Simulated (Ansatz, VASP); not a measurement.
# Al2O3 in VASP and in Ansatz

The input INCAR:

```
SYSTEM = Al2O3
ALGO = Normal
EDIFF = 1E-7
ENCUT = 520
GGA = PE
ISIF = 2
ISMEAR = 0
IVDW = 12
LASPH = .True.
LCHARG = .False.
LREAL = .False.
LWAVE = .False.
NBANDS = 20
NELM = 80
PREC = Accurate
SIGMA = 0.05
```

KPOINTS

```
k-points
0
Gamma
  12 12 4
  0 0 0
```

POSCAR

```
Al2O3
1.0
    2.7977951999      0.0000000000      0.0000000000
   -1.3988976000      2.4229617176      0.0000000000
    0.0000000000      0.0000000000      9.6168570938
Al O
2 3
Direct
    0.0000000000      0.0000000000      0.1499923300
    0.0000000000      0.0000000000      0.8500076700
    0.3333333333      0.6666666667      0.2223169200
    0.6666666667      0.3333333333      0.0000000000
    0.3333333333      0.6666666667      0.7776830800
```

Input for Ansatz:

```yaml
crystal:
  lattice:
    - [2.7977951999, 0.0, 0.0]
    - [-1.3988976, 2.4229617176, 0.0]
    - [0.0, 0.0, 9.6168570938]
  atoms:
    - { symbol: Al, position: [0.0, 0.0, 0.14999233] }
    - { symbol: Al, position: [0.0, 0.0, 0.85000767] }
    - { symbol: O, position: [0.3333333333, 0.6666666667, 0.22231692] }
    - { symbol: O, position: [0.6666666667, 0.3333333333, 0.0] }
    - { symbol: O, position: [0.3333333333, 0.6666666667, 0.77768308] }
basis:
  ecutwfc: 420
kpoints:
  mp_grid: { grid: [12, 12, 4] }
hamiltonian:
  xc: pbe
  dispersion: d3bj
scf:
  occupations: { method: gaussian, width: 0.05 }
output:
  forces: true
  stress: true
  eigenvalues: true
```

Change from the starting cell: strain -0.030 along x and y, +0.030 along z, atoms carried along.

Alike in both runs: task single point; functional PBE; dispersion D3(BJ); k mesh 12 × 12 × 4; occupations gaussian, width 0.05 eV; no spin polarisation.

```csv
,VASP,Ansatz
version,VASP 6.6.1,Ansatz 0.2.0
potentials or method,"VASP PAW PBE potentials, release 64 (Al, O), cutoff 520 eV","scalar-relativistic, plane waves, PAW"
valence electrons in the cell,24,24
```

Ansatz gave:

| Quantity | Value |
| --- | --- |
| gap on the k mesh at the Fermi level (eV) | 5.54 |
| least direct gap on the mesh (eV) | 5.54 |
| pressure (GPa) | 6.1 |
| traceless stress, the component that is largest in VASP (GPa) | -11.43 |
| rms of the force components (eV/Å) | 0.435 |

Question: Estimate VASP's values.

Answer: gap on the k mesh at the Fermi level (eV): 5.55; least direct gap on the mesh (eV): 5.55; pressure (GPa): 6.2; traceless stress, the component that is largest in VASP (GPa): -11.71; rms of the force components (eV/Å): 0.419.

Atom by atom the forces differ by 0.017 eV/Å (rms over components).
